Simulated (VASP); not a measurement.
Set up this calculation in VASP 6.6.1, as the native input.

```yaml
Task: electric field gradients
Functional: LDA
Potentials_or_basis: VASP PAW LDA potentials, release 64 (Se)
Cutoff: 520 eV
k_mesh: 6 × 6 × 5
Occupations: fermi-dirac, width 0.01 eV
Spin: no spin polarisation
Dipole_correction: no
Further_INCAR_settings: ALGO = Normal; EDIFF = 1e-08; NBANDS = 16
```

The structure of Se lies in POSCAR:

```
Se
1.0
    4.5048207049      0.0000000000      0.0000000000
   -2.2524103524      3.9012891699      0.0000000000
    0.0000000000      0.0000000000      4.9787963167
Se
3
Direct
    0.2178929800      0.0000000000      0.3333333333
    0.0000000000      0.2178929800      0.6666666667
    0.7821070200      0.7821070200      0.0000000000
```

These files were run (other wordings do the same):

INCAR

```
PREC = Accurate
ENCUT = 520
EDIFF = 1E-8
ISMEAR = -1
SIGMA = 0.01
LREAL = False
LASPH = True
NELM = 100
ALGO = Normal
ISIF = 2
LWAVE = False
LCHARG = False
LEFG = True
NBANDS = 16
```

KPOINTS

```
regular mesh
0
Gamma
  6 6 5
```

Potentials or basis: VASP PAW LDA potentials, release 64 (Se).

Launch:

```sh
$ cat potpaw_LDA.64/Se/POTCAR > POTCAR
$ mpirun -np 1 vasp_std > vasp.out
```

It gave:

* Pressure: -2.0 GPa
* Largest force: 0.120 eV/Å
* Band gap on the k mesh: 1.35 eV (least direct gap 1.45 eV)
* Largest electric field gradient by atom: Se -509.7 V/Å²

Caveat: without QUAD_EFG the Cq values of the log hold for a quadrupole moment of 1 mb, not for the nuclei; an odd mesh through Γ misses points on the zone boundary, where band edges can lie.

It took 46 s on 1 thread of Intel Xeon 8259CL (shared host), peak memory 0.18 GiB.
